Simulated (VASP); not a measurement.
# LaBi (Fm-3m) in VASP: a series of runs, part 2 of 2

VASP 6.6.1. Earlier steps stand in the parts before.

## 4. Single point, LDA

This run uses another cell than the first one, of 32.30 Å³/atom, 1.051 times its volume.

INCAR

```
SYSTEM = LaBi
ALGO = Normal
EDIFF = 1E-7
ENCUT = 520
GGA = CA
ISIF = 2
ISMEAR = -1
LASPH = .True.
LCHARG = .False.
LREAL = .False.
LWAVE = .False.
NBANDS = 20
NELM = 100
PREC = Accurate
SIGMA = 0.1
```

KPOINTS

```
k-points
0
Gamma
  9 9 9
  0 0 0
```

POSCAR

```
LaBi
1.0
    0.0000000000      3.1848000542      3.1848000542
    3.1848000542      0.0000000000      3.1848000542
    3.1848000542      3.1848000542      0.0000000000
La Bi
1 1
Direct
    0.0000000000      0.0000000000      0.0000000000
    0.5000000000      0.5000000000      0.5000000000
```

Potentials or basis: VASP PAW LDA potentials, release 64 (La, Bi_d).

The run is started by

```bash
> cat potpaw_LDA.64/La/POTCAR potpaw_LDA.64/Bi_d/POTCAR > POTCAR
> mpirun -np 1 vasp_std > vasp.out
```

OUTCAR:

```text
SYSTEM = LaBi
   EDIFF = 1E-7
   ENCUT = 520
   GGA = CA
   ISIF = 2
   ISMEAR = -1
   LASPH = .True.
   LREAL = .False.
   NELM = 100
   PREC = Accurate

 ion  position               nearest neighbor table
   1  0.000  0.000  0.000-   2 3.18   2 3.18   2 3.18   2 3.18   2 3.18   2 3.18
   2  0.500  0.500  0.500-   1 3.18   1 3.18   1 3.18   1 3.18   1 3.18   1 3.18

  LATTYP: Found a face centered cubic cell.
 ALAT       =     6.3696001084

  Lattice vectors:

 A1 = (   0.0000000000,   3.1848000542,   3.1848000542)
 A2 = (   3.1848000542,   0.0000000000,   3.1848000542)
 A3 = (   3.1848000542,   3.1848000542,   0.0000000000)

Analysis of symmetry for initial positions (statically):
=====================================================================
 Subroutine PRICEL returns:
 Original cell was already a primitive cell.

 Routine SETGRP: Setting up the symmetry group for a
 face centered cubic supercell.

 Subroutine GETGRP returns: Found 48 space group operations
 (whereof 48 operations were pure point group operations)
 out of a pool of 48 trial point group operations.

The static configuration has the point symmetry O_h .

Analysis of symmetry for dynamics (positions and initial velocities):
=====================================================================
 Subroutine PRICEL returns:
 Original cell was already a primitive cell.

 Routine SETGRP: Setting up the symmetry group for a
 face centered cubic supercell.

 Subroutine GETGRP returns: Found 48 space group operations
 (whereof 48 operations were pure point group operations)
 out of a pool of 48 trial point group operations.

The dynamic configuration has the point symmetry O_h .

 Subroutine INISYM returns: Found 48 space group operations
 (whereof 48 operations are pure point group operations),
 and found     1 'primitive' translations

----------------------------------------------------------------------------------------

                                     Primitive cell

  volume of cell :      64.6065

  direct lattice vectors                    reciprocal lattice vectors
     0.000000000  3.184800054  3.184800054    -0.156995727  0.156995727  0.156995727
     3.184800054  0.000000000  3.184800054     0.156995727 -0.156995727  0.156995727
     3.184800054  3.184800054  0.000000000     0.156995727  0.156995727 -0.156995727

  length of vectors
     4.503987430  4.503987430  4.503987430     0.271924576  0.271924576  0.271924576

  position of ions in fractional coordinates (direct lattice)
     0.000000000  0.000000000  0.000000000
     0.500000000  0.500000000  0.500000000

  ion indices of the primitive-cell ions
   primitive index   ion index
                 1           1
                 2           2

----------------------------------------------------------------------------------------

 KPOINTS: k-points

Automatic generation of k-mesh.
 Grid dimensions read from file:
 generate k-points for:    9    9    9

 Generating k-lattice:

  Cartesian coordinates                     Fractional coordinates (reciprocal lattice)
    -0.017443970  0.017443970  0.017443970     0.111111111  0.000000000  0.000000000
     0.017443970 -0.017443970  0.017443970     0.000000000  0.111111111  0.000000000
     0.017443970  0.017443970 -0.017443970     0.000000000  0.000000000  0.111111111

  Length of vectors
     0.030213842  0.030213842  0.030213842

  Shift w.r.t. Gamma in fractional coordinates (k-lattice)
     0.000000000  0.000000000  0.000000000

 Subroutine IBZKPT returns following result:
 ===========================================

 Found     35 irreducible k-points:

 Following reciprocal coordinates:
            Coordinates               Weight
  0.000000  0.000000  0.000000      1.000000
  0.111111  0.000000  0.000000      8.000000
  0.222222  0.000000  0.000000      8.000000
  0.333333  0.000000  0.000000      8.000000
  0.444444  0.000000  0.000000      8.000000
  0.111111  0.111111  0.000000      6.000000
[... 16 lines left out ...]
 -0.333333  0.333333  0.000000     12.000000
  0.444444  0.444444  0.000000      6.000000
 [... further k-points ...]
   k-points           NKPTS =     35   k-points in BZ     NKDIM =     35   number of bands    NBANDS=     20
   number of dos      NEDOS =    301   number of ions     NIONS =      2
   total plane-waves  NPLWV =  46656
   dimension x,y,z NGX =    36 NGY =   36 NGZ =   36
   dimension x,y,z NGXF=    72 NGYF=   72 NGZF=   72
   ions per type =               1   1
   NGX,Y,Z   is equivalent  to a cutoff of  13.29, 13.29, 13.29 a.u.
   NGXF,Y,Z  is equivalent  to a cutoff of  26.58, 26.58, 26.58 a.u.
 SYSTEM =  LaBi
   PREC   = accura    normal or accurate (medium, high low for compatibility)
   ISTART =      0    job   : 0-new  1-cont  2-samecut
   ICHARG =      2    charge: 1-file 2-atom 10-const
   ISPIN  =      1    spin polarized calculation?
   LNONCOLLINEAR =      F non collinear calculations
   LSORBIT =      F    spin-orbit coupling
   LASPH  =      T    aspherical Exc in radial PAW
   ENCUT  =  520.0 eV  38.22 Ry    6.18 a.u.   8.37  8.37  8.37*2*pi/ulx,y,z
   NELM   =    100;   NELMIN=  2; NELMDL= -5     # of ELM steps
   EDIFF  = 0.1E-06   stopping-criterion for ELM
   LREAL  =      F    real-space projection
   EDIFFG = 0.1E-05   stopping-criterion for IOM
   NSW    =      0    number of steps for IOM
   IBRION =     -1    ionic relax: 0-MD 1-quasi-New 2-CG
   NFREE  =      0    steps in history (QN), initial steepest desc. (CG)
   ISIF   =      2    stress and relaxation
   ISYM   =      2    0-nonsym 1-usesym 2-fastsym
   POTIM  = 0.5000    time-step for ionic-motion
   TEBEG  =    0.0;   TEEND  =   0.0 temperature during run
   PSTRESS=    0.0 pullay stress
   NELECT =      26.0000    total number of electrons
   NUPDOWN=      -1.0000    fix difference up-down
   EMIN   =  10.00;   EMAX   =-10.00  energy-range for DOS
   EFERMI =   0.00;   METHOD = LEGACY
   ISMEAR =    -1;   SIGMA  =   0.10  broadening in eV -4-tet -1-fermi 0-gaus
   EFERMI_NEDOS =   21; number of points for ismear=-14 and -15
   IALGO  =     38    algorithm
   IMIX   =      4    mixing-type and parameters
     AMIX     =   0.40;   BMIX     =  1.00
     AMIX_MAG =   1.60;   BMIX_MAG =  1.00
  volume/ion in A,a.u.               =      32.30       217.99
  Fermi-wavevector in a.u.,A,eV,Ry     =   1.208668  2.284052 19.876464  1.460879
  Thomas-Fermi vector in A             =   2.344269
   LORBIT       =      0    0 simple, 1 ext, 2 COOP (PROOUT), +10 PAW based schemes
   GGA     = CA    functional components
   LHFCALC =     F    Hartree Fock is set to
   AEXX    =    0.0000 exact exchange contribution
   IVDW    =     0    specifies the selected vdW correction
   LEPSILON=     F    determine dielectric tensor
   LRPA    =     F    only Hartree local field effects (RPA)
 non-spin polarized calculation
  energy-cutoff  :      520.00
  volume of cell :       64.61
 maximum number of plane-waves:      1807
 NGX is ok and might be reduce to    36
   NGX = 17   NGY = 17   NGZ = 17

 number of electron      26.0000003 magnetization

 Free energy of the ion-electron system (eV)
  ---------------------------------------------------
  ext. energy  EPLUGINS =         0.00000000
  ---------------------------------------------------
  free energy    TOTEN  =       -12.25109751 eV

  energy without entropy =      -12.23873415  energy(sigma->0) =      -12.24491583

 E-fermi :   7.6558     XC(G=0): -10.2192

 val. band max:        7.6352976212   @ k =   0.1111   0.1111   0.0000
 cond. band min:       7.8786406983   @ k =  -0.4444   0.4444   0.0000
 fundamental gap:      0.2433430771
 Fermi energy:         7.6558357006

 k-point     1 :       0.0000    0.0000    0.0000
  band No.  band energies     occupation
      1     -24.6580      2.00000
      2     -14.1010      2.00000
      3     -14.1010      2.00000
      4     -14.0322      2.00000
      5     -14.0322      2.00000
      6     -14.0322      2.00000
[... 12 lines left out ...]
     19       9.9784      0.00000
     20       9.9792      0.00000

 k-point     2 :       0.1111    0.0000    0.0000
  band No.  band energies     occupation
      1     -24.6547      2.00000
      2     -14.1043      2.00000
      3     -14.1043      2.00000
      4     -14.0322      2.00000
      5     -14.0312      2.00000
      6     -14.0312      2.00000
[... 498 lines left out ...]
 k-point    24 :       0.4444    0.4444    0.0000
  band No.  band energies     occupation
      1     -24.6278      2.00000
      2     -14.0935      2.00000
      3     -14.0814      2.00000
      4     -14.0381      2.00000
      5     -14.0154      2.00000
      6     -14.0154      2.00000
[... 12 lines left out ...]
     19       9.9351      0.00000
     20      10.4016      0.00000

 [... further k-points ...]
[... 5 lines left out ...]
  --------------------------------------------------------------------------------------
  -------------------------------------------------------------------------------------
  Total        1.6071359      1.6071359      1.6071359      0.0000000     -0.0000000     -0.0000000
  in kB       39.8553553     39.8553553     39.8553553      0.0000000     -0.0000000     -0.0000000
  external PRESSURE =      39.8553553 kB  Pullay stress =       0.0000000 kB

 VOLUME and BASIS-vectors are now :
 -----------------------------------------------------------------------------
  energy-cutoff  :      520.00
  volume of cell :       64.61
      direct lattice vectors                 reciprocal lattice vectors
     0.000000000  3.184800054  3.184800054    -0.156995727  0.156995727  0.156995727
     3.184800054  0.000000000  3.184800054     0.156995727 -0.156995727  0.156995727
     3.184800054  3.184800054  0.000000000     0.156995727  0.156995727 -0.156995727

 POSITION                                       TOTAL-FORCE (eV/Angst)
 -----------------------------------------------------------------------------------
      0.00000      0.00000      0.00000         0.000000      0.000000      0.000000
      3.18480      3.18480      3.18480        -0.000000     -0.000000     -0.000000
 -----------------------------------------------------------------------------------
    total drift:                                0.000000      0.000000      0.000000

  FREE ENERGIE OF THE ION-ELECTRON SYSTEM (eV)
  ---------------------------------------------------
  free  energy   TOTEN  =       -12.2510975110 eV

  energy  without entropy=      -12.2387341450  energy(sigma->0) =      -12.24491583
```

OSZICAR:

```text
N       E                     dE             d eps       ncg     rms          rms(c)
DAV:   1     0.263313190154E+03    0.26331E+03   -0.11396E+04  1424   0.191E+03
DAV:   2     0.195273162708E+02   -0.24379E+03   -0.23286E+03  1656   0.345E+02
DAV:   3    -0.104024205823E+02   -0.29930E+02   -0.28640E+02  1772   0.160E+02
DAV:   4    -0.122885484131E+02   -0.18861E+01   -0.18713E+01  2580   0.363E+01
DAV:   5    -0.123581889021E+02   -0.69640E-01   -0.69610E-01  2168   0.530E+00    0.317E+00
DAV:   6    -0.122842651036E+02    0.73924E-01   -0.11364E-01  2732   0.310E+00    0.183E+00
DAV:   7    -0.122514644622E+02    0.32801E-01   -0.63451E-02  2220   0.240E+00    0.341E-01
DAV:   8    -0.122511311599E+02    0.33330E-03   -0.24386E-03  2424   0.476E-01    0.830E-02
DAV:   9    -0.122510933091E+02    0.37851E-04   -0.33931E-04  2268   0.122E-01    0.181E-02
DAV:  10    -0.122510967651E+02   -0.34560E-05   -0.23902E-05  2552   0.409E-02    0.776E-03
DAV:  11    -0.122510976035E+02   -0.83834E-06   -0.33286E-06  2252   0.132E-02    0.133E-03
DAV:  12    -0.122510975110E+02    0.92491E-07   -0.42665E-07  1872   0.649E-03
   1 F= -.12251098E+02 E0= -.12244916E+02  d E =-.123634E-01
```

stdout:

```text
POSCAR found type information on POSCAR LaBi
 POSCAR found :  2 types and       2 ions
 scaLAPACK will be used
 LDA part: xc-table for (Slater(with rela. corr.)+CA(PZ))
 , standard interpolation
 POSCAR, INCAR and KPOINTS ok, starting setup
 FFT: planning ... GRIDC
 FFT: planning ... GRID_SOFT
 FFT: planning ... GRID
 WAVECAR not read
 entering main loop
```

It took 32 s on 1 thread of AMD EPYC 9R45 (Zen 5), shared host; peak memory 0.18 GiB.

What came out:

- Free energy: -12.2511 eV
- Pressure: 4.0 GPa
- Band gap on the k mesh: zero (band 13 reaches 7.93 eV, above the bottom of band 14 at 7.44 eV)

Caveat: spin-orbit coupling is left out, which moves the levels of the heavy elements.

## 5. Summary

| cell | gap on the mesh (eV) | pressure (GPa) |
| --- | --- | --- |
| a = 4.429 Å, angles 60.0°, 2 atoms | none | 8.0 |
| a = 4.465 Å, angles 60.0°, 2 atoms | none | 6.0 |
| a = 4.504 Å, angles 60.0°, 2 atoms | none | 4.0 |

Alike in all rows: task single point; level LDA; potentials or basis VASP PAW LDA potentials, release 64 (La, Bi_d); no spin polarisation; k mesh 9 × 9 × 9; cutoff (eV) 520; smearing fermi-dirac 0.1 eV.

Caveats: spin-orbit coupling is left out, which moves the levels of the heavy elements.

Absolute energies hang on the potentials; compare differences alone.
